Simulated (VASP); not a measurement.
Wanted: the native input for a VASP 6.6.1 run.

| Quantity | Value |
| --- | --- |
| Task | single point |
| Functional | PBE |
| Potentials or basis | VASP PAW PBE potentials, release 64 (Al, Cu) |
| Cutoff | 520 eV |
| k mesh | 14 × 14 × 14 |
| Occupations | gaussian, width 0.15 eV |
| Spin | no spin polarisation |
| Dipole correction | no |
| Further INCAR settings | ALGO = Fast; EDIFF = 1e-06; NBANDS = 16 |

The structure of Al2Cu lies in POSCAR:

```
Al2Cu
1.0
   -2.0446004822      2.0446004822      2.9587710369
    2.0446004822     -2.0446004822      2.9587710369
    2.0446004822      2.0446004822     -2.9587710369
Al Cu
2 1
Direct
    0.7396244084      0.2396244084      0.5000000000
    0.2603755916      0.7603755916      0.5000000000
    0.5000000000      0.5000000000      0.0000000000
```

This cell differs from its parent crystal: mode 9 frozen in at -0.060 Å, normal strain along z +0.0233.

These files were run (other wordings do the same):

INCAR

```
SYSTEM = Al2Cu
PREC     = Accurate       ! precision mode
ENCUT    = 520            ! plane-wave cutoff, eV
EDIFF    = 1E-6           ! SCF threshold, eV
ISMEAR   = 0              ! smearing method
SIGMA    = 0.15           ! smearing width, eV
LREAL    = .False.        ! projectors in reciprocal space
LASPH    = .True.         ! aspherical terms in the spheres
NELM     = 100            ! most SCF steps
ALGO     = Fast           ! electronic algorithm
ISIF     = 2              ! what is computed and relaxed
LWAVE    = .False.        ! write WAVECAR
LCHARG   = .False.        ! write CHGCAR
GGA      = PE             ! functional
NBANDS   = 16             ! bands
```

KPOINTS

```
Automatic mesh
0
Gamma
  14 14 14
  0 0 0
```

Potentials or basis: VASP PAW PBE potentials, release 64 (Al, Cu).

Command:

```bash
$ cat potpaw_PBE.64/Al/POTCAR potpaw_PBE.64/Cu/POTCAR > POTCAR
$ mpirun -np 1 vasp_std > vasp.out
```

It gave:

```
Pressure      : -1.6 GPa
Largest force : 0.372 eV/Å
```

Caveat: the cell differs from its parent crystal (mode 9 frozen in at -0.060 Å, normal strain along z +0.0233).

Wall time 2.3 min on 1 thread of Intel(R) Xeon(R) 6975P-C (Granite Rapids) (shared host), peak memory 0.45 GiB.
